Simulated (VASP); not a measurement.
# Be: single point with PBE

Be:

```xyz
6
Lattice="-1.2502 1.2502 -1.2502 -1.2502 -1.2502 1.2502 -0.7501 7.5013 7.5013" Properties=species:S:1:pos:R:3 pbc="T T T"
Be    0.0000    6.8761    6.8761
Be   -1.2502    0.6250    0.6250
Be    0.0000    1.8752    1.8752
Be   -1.2502    3.1254    3.1254
Be    0.0000    4.3756    4.3756
Be   -1.2502    5.6258    5.6258
```

This cell differs from its parent crystal: the part above a cut slid along it.

```
Program             : VASP 6.6.1
Task                : single point
Functional          : PBE
Potentials or basis : VASP PAW PBE potentials, release 64 (Be)
Cutoff              : 520 eV
k mesh              : 28 × 28 × 6
Occupations         : gaussian, width 0.15 eV
Spin                : no spin polarisation
```

* Pressure: 4.3 GPa
* Largest force: 2.309 eV/Å
* Band gap on the k mesh: zero (bands 6 and 7 overlap by 3.56 eV)

Forces on the atoms (eV/Å):
```
Be  -1.212 -1.390 -1.390
Be   1.212  1.390  1.390
Be   0.001 -0.033 -0.033
Be  -0.006 -0.006 -0.006
Be   0.006  0.006  0.006
Be  -0.001  0.033  0.033
```

Stress tensor (GPa, compression positive):
```
1.77 4.41 4.41
4.41 5.58 5.04
4.41 5.04 5.58
```

Levels at points of the mesh, in eV from the Fermi level:
```
           k point  band 3  band 4  band 5  band 6  band 7  band 8  band 9  band 10
(0.00, 0.00, 0.00)  -10.85   -8.04   -8.00   -4.92    0.81    6.05    6.25    12.84
(0.50, 0.00, 0.00)   -5.29   -5.07   -5.06   -3.65   -0.28    1.18    1.32     2.19
(0.50, 0.50, 0.00)   -3.55    0.16    0.17    0.74    1.20    1.30    2.52     2.77
(0.00, 0.00, 0.50)   -9.68   -9.68   -6.13   -6.07    2.43    2.69   10.30    10.60
(0.50, 0.00, 0.50)   -5.33   -5.09   -5.03   -3.63   -0.38    1.06    1.66     2.54
(0.50, 0.50, 0.50)   -1.99   -1.99    0.76    1.01    1.78    1.86    2.64     2.78
```

Run time: 14 min on 1 thread of Intel Xeon 8259CL, with other jobs on the host, peak memory 0.67 GiB.

Caveat: the cell differs from its parent crystal (the part above a cut slid along it); the cell stands under pressure; forces of over 1 eV/Å act on the atoms, so gaps and moduli don't describe the material at rest.
